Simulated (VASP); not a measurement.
# BP (F-43m) in VASP: further runs

The runs below take BP through single point, with LDA.

All numbers are computed with VASP 6.6.1; they aren't measurements. Logs are shortened: lines on timing, memory, paths and dates and some standing lists are left out, and cuts for length are marked.

## 1. The cell of the first run

It takes space group F-43m (No. 216, cubic). Conventional cell: a = 4.474 Å, b = 4.474 Å, c = 4.474 Å, α = 90.00°, β = 90.00°, γ = 90.00°. Within 2.6 Å of B (site symmetry -43m) lie 4 P at 1.94 Å. Within 2.6 Å of P (site symmetry -43m) lie 4 B at 1.94 Å.

## 2. Single point, LDA (11.19 Å³/atom)

File INCAR:

```
SYSTEM = BP
PREC     = Accurate       ! precision mode
ENCUT    = 500            ! plane-wave cutoff, eV
EDIFF    = 1E-6           ! SCF threshold, eV
ISMEAR   = 0              ! smearing method
SIGMA    = 0.01           ! smearing width, eV
LREAL    = .FALSE.        ! projectors in reciprocal space
LASPH    = .TRUE.         ! aspherical terms in the spheres
NELM     = 120            ! most SCF steps
ALGO     = Normal         ! electronic algorithm
ISIF     = 2              ! what is computed and relaxed
LWAVE    = .FALSE.        ! write WAVECAR
LCHARG   = .FALSE.        ! write CHGCAR
NBANDS   = 11             ! bands
GGA_COMPAT= .FALSE.
```

File KPOINTS:

```
Automatic mesh
0
G
  10 10 10
  0 0 0
```

File POSCAR:

```
BP
1.0
    0.0000000000      2.2368543514      2.2368543514
    2.2368543514      0.0000000000      2.2368543514
    2.2368543514      2.2368543514      0.0000000000
B P
1 1
Direct
    0.0000000000      0.0000000000      0.0000000000
    0.2500000000      0.2500000000      0.2500000000
```

Potentials or basis: VASP PAW LDA potentials, release 64 (B, P).

Started as:

```
$ cat potpaw_LDA.64/B/POTCAR potpaw_LDA.64/P/POTCAR > POTCAR
$ mpirun -np 1 vasp_std > vasp.out
```

OUTCAR:

```text
SYSTEM = BP
   PREC = Accurate
   ENCUT = 500
   EDIFF = 1E-6
   ISMEAR = 0
   LREAL = .FALSE.
   LASPH = .TRUE.
   NELM = 120
   ISIF = 2

 ion  position               nearest neighbor table
   1  0.000  0.000  0.000-   2 1.94   2 1.94   2 1.94   2 1.94
   2  0.250  0.250  0.250-   1 1.94   1 1.94   1 1.94   1 1.94

  LATTYP: Found a face centered cubic cell.
 ALAT       =     4.4737087028

  Lattice vectors:

 A1 = (   0.0000000000,   2.2368543514,   2.2368543514)
 A2 = (   2.2368543514,   0.0000000000,   2.2368543514)
 A3 = (   2.2368543514,   2.2368543514,   0.0000000000)

Analysis of symmetry for initial positions (statically):
=====================================================================
 Subroutine PRICEL returns:
 Original cell was already a primitive cell.

 Routine SETGRP: Setting up the symmetry group for a
 face centered cubic supercell.

 Subroutine GETGRP returns: Found 24 space group operations
 (whereof 24 operations were pure point group operations)
 out of a pool of 48 trial point group operations.

The static configuration has the point symmetry T_d .

Analysis of symmetry for dynamics (positions and initial velocities):
=====================================================================
 Subroutine PRICEL returns:
 Original cell was already a primitive cell.

 Routine SETGRP: Setting up the symmetry group for a
 face centered cubic supercell.

 Subroutine GETGRP returns: Found 24 space group operations
 (whereof 24 operations were pure point group operations)
 out of a pool of 48 trial point group operations.

The dynamic configuration has the point symmetry T_d .

 Subroutine INISYM returns: Found 24 space group operations
 (whereof 24 operations are pure point group operations),
 and found     1 'primitive' translations

----------------------------------------------------------------------------------------

                                     Primitive cell

  volume of cell :      22.3843

  direct lattice vectors                    reciprocal lattice vectors
     0.000000000  2.236854351  2.236854351    -0.223528188  0.223528188  0.223528188
     2.236854351  0.000000000  2.236854351     0.223528188 -0.223528188  0.223528188
     2.236854351  2.236854351  0.000000000     0.223528188  0.223528188 -0.223528188

  length of vectors
     3.163389761  3.163389761  3.163389761     0.387162179  0.387162179  0.387162179

  position of ions in fractional coordinates (direct lattice)
     0.000000000  0.000000000  0.000000000
     0.250000000  0.250000000  0.250000000

  ion indices of the primitive-cell ions
   primitive index   ion index
                 1           1
                 2           2

----------------------------------------------------------------------------------------

 KPOINTS: Automatic mesh

Automatic generation of k-mesh.
 Grid dimensions read from file:
 generate k-points for:   10   10   10

 Generating k-lattice:

  Cartesian coordinates                     Fractional coordinates (reciprocal lattice)
    -0.022352819  0.022352819  0.022352819     0.100000000  0.000000000  0.000000000
     0.022352819 -0.022352819  0.022352819     0.000000000  0.100000000  0.000000000
     0.022352819  0.022352819 -0.022352819     0.000000000  0.000000000  0.100000000

  Length of vectors
     0.038716218  0.038716218  0.038716218

  Shift w.r.t. Gamma in fractional coordinates (k-lattice)
     0.000000000  0.000000000  0.000000000

 Subroutine IBZKPT returns following result:
 ===========================================

 Found     47 irreducible k-points:

 Following reciprocal coordinates:
            Coordinates               Weight
  0.000000  0.000000  0.000000      1.000000
  0.100000  0.000000  0.000000      8.000000
  0.200000  0.000000  0.000000      8.000000
  0.300000  0.000000  0.000000      8.000000
  0.400000  0.000000  0.000000      8.000000
  0.500000  0.000000  0.000000      4.000000
[... 16 lines left out ...]
  0.300000  0.300000  0.000000      6.000000
  0.400000  0.300000  0.000000     24.000000
 [... further k-points ...]
   k-points           NKPTS =     47   k-points in BZ     NKDIM =     47   number of bands    NBANDS=     11
   number of dos      NEDOS =    301   number of ions     NIONS =      2
   total plane-waves  NPLWV =  13824
   dimension x,y,z NGX =    24 NGY =   24 NGZ =   24
   dimension x,y,z NGXF=    48 NGYF=   48 NGZF=   48
   ions per type =               1   1
   NGX,Y,Z   is equivalent  to a cutoff of  12.61, 12.61, 12.61 a.u.
   NGXF,Y,Z  is equivalent  to a cutoff of  25.23, 25.23, 25.23 a.u.
 SYSTEM =  BP
   PREC   = accura    normal or accurate (medium, high low for compatibility)
   ISTART =      0    job   : 0-new  1-cont  2-samecut
   ICHARG =      2    charge: 1-file 2-atom 10-const
   ISPIN  =      1    spin polarized calculation?
   LNONCOLLINEAR =      F non collinear calculations
   LSORBIT =      F    spin-orbit coupling
   LASPH  =      T    aspherical Exc in radial PAW
   ENCUT  =  500.0 eV  36.75 Ry    6.06 a.u.   5.77  5.77  5.77*2*pi/ulx,y,z
   NELM   =    120;   NELMIN=  2; NELMDL= -5     # of ELM steps
   EDIFF  = 0.1E-05   stopping-criterion for ELM
   LREAL  =      F    real-space projection
   EDIFFG = 0.1E-04   stopping-criterion for IOM
   NSW    =      0    number of steps for IOM
   IBRION =     -1    ionic relax: 0-MD 1-quasi-New 2-CG
   NFREE  =      0    steps in history (QN), initial steepest desc. (CG)
   ISIF   =      2    stress and relaxation
   ISYM   =      2    0-nonsym 1-usesym 2-fastsym
   POTIM  = 0.5000    time-step for ionic-motion
   TEBEG  =    0.0;   TEEND  =   0.0 temperature during run
   PSTRESS=    0.0 pullay stress
   NELECT =       8.0000    total number of electrons
   NUPDOWN=      -1.0000    fix difference up-down
   EMIN   =  10.00;   EMAX   =-10.00  energy-range for DOS
   EFERMI =   0.00;   METHOD = LEGACY
   ISMEAR =     0;   SIGMA  =   0.01  broadening in eV -4-tet -1-fermi 0-gaus
   EFERMI_NEDOS =   21; number of points for ismear=-14 and -15
   IALGO  =     38    algorithm
   IMIX   =      4    mixing-type and parameters
     AMIX     =   0.40;   BMIX     =  1.00
     AMIX_MAG =   1.60;   BMIX_MAG =  1.00
  volume/ion in A,a.u.               =      11.19        75.53
  Fermi-wavevector in a.u.,A,eV,Ry     =   1.161780  2.195445 18.364220  1.349732
  Thomas-Fermi vector in A             =   2.298348
   LORBIT       =      0    0 simple, 1 ext, 2 COOP (PROOUT), +10 PAW based schemes
   GGA     = CA    functional components
   LHFCALC =     F    Hartree Fock is set to
   AEXX    =    0.0000 exact exchange contribution
   IVDW    =     0    specifies the selected vdW correction
   LEPSILON=     F    determine dielectric tensor
   LRPA    =     F    only Hartree local field effects (RPA)
 non-spin polarized calculation
 Gauss-broadening in eV      SIGMA  =   0.01
  energy-cutoff  :      500.00
  volume of cell :       22.38
 maximum number of plane-waves:       588
   NGX = 11   NGY = 11   NGZ = 11

 number of electron       8.0000001 magnetization

 Free energy of the ion-electron system (eV)
  ---------------------------------------------------
  ext. energy  EPLUGINS =         0.00000000
  ---------------------------------------------------
  free energy    TOTEN  =       -14.39756694 eV

  energy without entropy =      -14.39756694  energy(sigma->0) =      -14.39756694

 E-fermi :   8.0500     XC(G=0): -11.2655

 val. band max:        7.9242382815   @ k =   0.0000   0.0000   0.0000
 cond. band min:       9.0616693874   @ k =   0.4000   0.4000   0.0000
 fundamental gap:      1.1374311059
 Fermi energy:         8.0500484249

 k-point     1 :       0.0000    0.0000    0.0000
  band No.  band energies     occupation
      1      -7.8481      2.00000
      2       7.9242      2.00000
      3       7.9242      2.00000
      4       7.9242      2.00000
      5      11.3722      0.00000
      6      11.3722      0.00000
      7      11.3722      0.00000
      8      15.9540      0.00000
      9      19.4882      0.00000
     10      20.2333      0.00000
     11      20.2333      0.00000

 k-point     2 :       0.1000    0.0000    0.0000
  band No.  band energies     occupation
      1      -7.6618      2.00000
      2       6.6020      2.00000
      3       7.6199      2.00000
      4       7.6199      2.00000
      5      11.7935      0.00000
      6      11.7935      0.00000
      7      11.8409      0.00000
      8      16.4140      0.00000
      9      19.4876      0.00000
     10      19.4876      0.00000
     11      20.0746      0.00000

 k-point     3 :       0.2000    0.0000    0.0000
  band No.  band energies     occupation
      1      -7.1092      2.00000
      2       4.2082      2.00000
      3       7.0459      2.00000
      4       7.0459      2.00000
      5      12.1173      0.00000
      6      12.5244      0.00000
      7      12.5244      0.00000
      8      17.3907      0.00000
      9      18.8476      0.00000
     10      18.8476      0.00000
     11      20.9777      0.00000

 k-point     4 :       0.3000    0.0000    0.0000
  band No.  band energies     occupation
      1      -6.2182      2.00000
      2       1.7817      2.00000
      3       6.5465      2.00000
      4       6.5465      2.00000
      5      12.0838      0.00000
      6      12.8281      0.00000
      7      12.8281      0.00000
      8      18.0363      0.00000
      9      19.4579      0.00000
     10      19.4579      0.00000
     11      21.3491      0.00000
[... 239 lines left out ...]
 k-point    22 :      -0.2000    0.2000    0.0000
  band No.  band energies     occupation
      1      -5.9165      2.00000
      2       2.6168      2.00000
      3       3.5919      2.00000
      4       6.6532      2.00000
      5      12.4608      0.00000
      6      13.3250      0.00000
      7      14.4506      0.00000
      8      16.4794      0.00000
      9      17.4436      0.00000
     10      21.7044      0.00000
     11      24.1416      0.00000

 k-point    23 :       0.3000    0.3000    0.0000
  band No.  band energies     occupation
      1      -5.6590      2.00000
      2       3.1178      2.00000
      3       4.5871      2.00000
      4       4.5871      2.00000
      5       9.3725      0.00000
      6      11.7346      0.00000
      7      16.9915      0.00000
      8      16.9915      0.00000
      9      21.4478      0.00000
     10      22.5527      0.00000
     11      24.7539      0.00000

 k-point    24 :       0.4000    0.3000    0.0000
  band No.  band energies     occupation
      1      -4.8008      2.00000
      2       1.7452      2.00000
      3       3.7209      2.00000
      4       4.2841      2.00000
      5       9.6566      0.00000
      6      11.4571      0.00000
      7      17.6126      0.00000
      8      17.6501      0.00000
      9      22.2611      0.00000
     10      23.4541      0.00000
     11      25.3988      0.00000

 [... further k-points ...]

------------------------ aborting loop because EDIFF is reached ----------------------------------------

  FORCE on cell =-STRESS in cart. coord.  units (eV):
  Direction    XX          YY          ZZ          XY          YZ          ZX
  --------------------------------------------------------------------------------------
  -------------------------------------------------------------------------------------
  Total        0.2651401      0.2651401      0.2651401      0.0000000      0.0000000      0.0000000
  in kB       18.9776665     18.9776665     18.9776665      0.0000000      0.0000000      0.0000000
  external PRESSURE =      18.9776665 kB  Pullay stress =       0.0000000 kB

 VOLUME and BASIS-vectors are now :
 -----------------------------------------------------------------------------
  energy-cutoff  :      500.00
  volume of cell :       22.38
      direct lattice vectors                 reciprocal lattice vectors
     0.000000000  2.236854351  2.236854351    -0.223528188  0.223528188  0.223528188
     2.236854351  0.000000000  2.236854351     0.223528188 -0.223528188  0.223528188
     2.236854351  2.236854351  0.000000000     0.223528188  0.223528188 -0.223528188

 POSITION                                       TOTAL-FORCE (eV/Angst)
 -----------------------------------------------------------------------------------
      0.00000      0.00000      0.00000         0.000000      0.000000      0.000000
      1.11843      1.11843      1.11843        -0.000000     -0.000000     -0.000000
 -----------------------------------------------------------------------------------
    total drift:                                0.000000      0.000000      0.000000

  FREE ENERGIE OF THE ION-ELECTRON SYSTEM (eV)
  ---------------------------------------------------
  free  energy   TOTEN  =       -14.3975669436 eV

  energy  without entropy=      -14.3975669436  energy(sigma->0) =      -14.39756694
```

Wall time 5.9 s (1 thread of Intel Xeon Platinum 8259CL at 2.50GHz (Skylake/Cascade Lake), shared host); peak memory 0.12 GiB.

What came out:

| Item | Value |
| --- | --- |
| Free energy | -14.3976 eV |
| Pressure | 1.9 GPa |
| Band gap on the k mesh | 1.14 eV (least direct gap 3.45 eV) |

## 3. Single point, LDA (10.73 Å³/atom)

This run uses another cell than the first one, of 10.73 Å³/atom.

File INCAR:

```
ALGO = Normal ; EDIFF = 1E-6
ENCUT = 500 ; GGA_COMPAT = F
ISIF = 2 ; ISMEAR = 0
LASPH = T ; LCHARG = F
LREAL = F ; LWAVE = F
NBANDS = 11 ; NELM = 120
PREC = Accurate ; SIGMA = 0.01
```

File KPOINTS:

```
k-points
0
Gamma
  10 10 10
```

File POSCAR:

```
BP
1.0
    0.0000000000      2.2053451635      2.2053451635
    2.2053451635      0.0000000000      2.2053451635
    2.2053451635      2.2053451635      0.0000000000
B P
1 1
Direct
    0.0000000000      0.0000000000      0.0000000000
    0.2500000000      0.2500000000      0.2500000000
```

Potentials or basis: VASP PAW LDA potentials, release 64 (B, P).

Started as:

```
$ cat potpaw_LDA.64/B/POTCAR potpaw_LDA.64/P/POTCAR > POTCAR
$ mpirun -np 1 vasp_std > vasp.out
```

It took 6.2 s on 1 thread of Intel Xeon Platinum 8259CL at 2.50GHz (Skylake/Cascade Lake), shared host; peak memory 0.12 GiB.

It converged, with:

| Quantity | Value |
| --- | --- |
| Free energy | -14.3624 eV |
| Pressure | 10.3 GPa |
| Band gap on the k mesh | 1.09 eV (least direct gap 3.53 eV) |

Levels at points of the mesh, in eV from the valence-band top:
| k point | band 2 | band 3 | band 4 | band 5 | band 6 | band 7 |
| --- | --- | --- | --- | --- | --- | --- |
| (0.00, 0.00, 0.00) | 0.00 | 0.00 | 0.00 | 3.53 | 3.53 | 3.53 |
| (0.50, 0.00, 0.00) | -9.63 | -1.85 | -1.85 | 4.31 | 4.74 | 4.74 |
| (0.50, 0.50, 0.00) | -8.93 | -4.41 | -4.41 | 1.14 | 1.49 | 12.81 |

Caveat: the cell stands under pressure.

## 4. Single point, LDA (12.01 Å³/atom)

This run uses another cell than the first one, of 12.01 Å³/atom.

File INCAR:

```
SYSTEM = BP
PREC = Accurate
ENCUT = 500
EDIFF = 1E-6
ISMEAR = 0
SIGMA = 0.01
LREAL = .False.
LASPH = .True.
NELM = 120
ALGO = Normal
ISIF = 2
LWAVE = .False.
LCHARG = .False.
NBANDS = 11
GGA_COMPAT = .False.
```

File KPOINTS:

```
Automatic mesh
0
Gamma
  10 10 10
  0 0 0
```

File POSCAR:

```
BP
1.0
    0.0000000000      2.2899519552      2.2899519552
    2.2899519552      0.0000000000      2.2899519552
    2.2899519552      2.2899519552      0.0000000000
B P
1 1
Direct
    0.0000000000      0.0000000000      0.0000000000
    0.2500000000      0.2500000000      0.2500000000
```

Started as:

```
$ cat potpaw_LDA.64/B/POTCAR potpaw_LDA.64/P/POTCAR > POTCAR
$ mpirun -np 1 vasp_std > vasp.out
```

It took 6.1 s on 1 thread of Intel Xeon Platinum 8259CL at 2.50GHz (Skylake/Cascade Lake), shared host; peak memory 0.13 GiB.

It converged, with:

```
Free energy            : -14.3570 eV
Pressure               : -9.4 GPa
Band gap on the k mesh : 1.22 eV (least direct gap 3.34 eV)
```

Levels at points of the mesh, in eV from the valence-band top:
```tsv
k point	band 1	band 2	band 3	band 4	band 5	band 6	band 7	band 8
(0.00, 0.00, 0.00)	-15.15	0.00	0.00	0.00	3.34	3.34	3.34	6.95
(0.50, 0.00, 0.00)	-11.92	-8.82	-1.71	-1.71	3.61	4.66	4.66	9.82
(0.50, 0.50, 0.00)	-10.46	-8.35	-4.01	-4.01	1.35	1.57	11.74	11.74
```

Caveat: the cell stands under tension. A k mesh can miss the band edges.

[end of part 1 of 2]
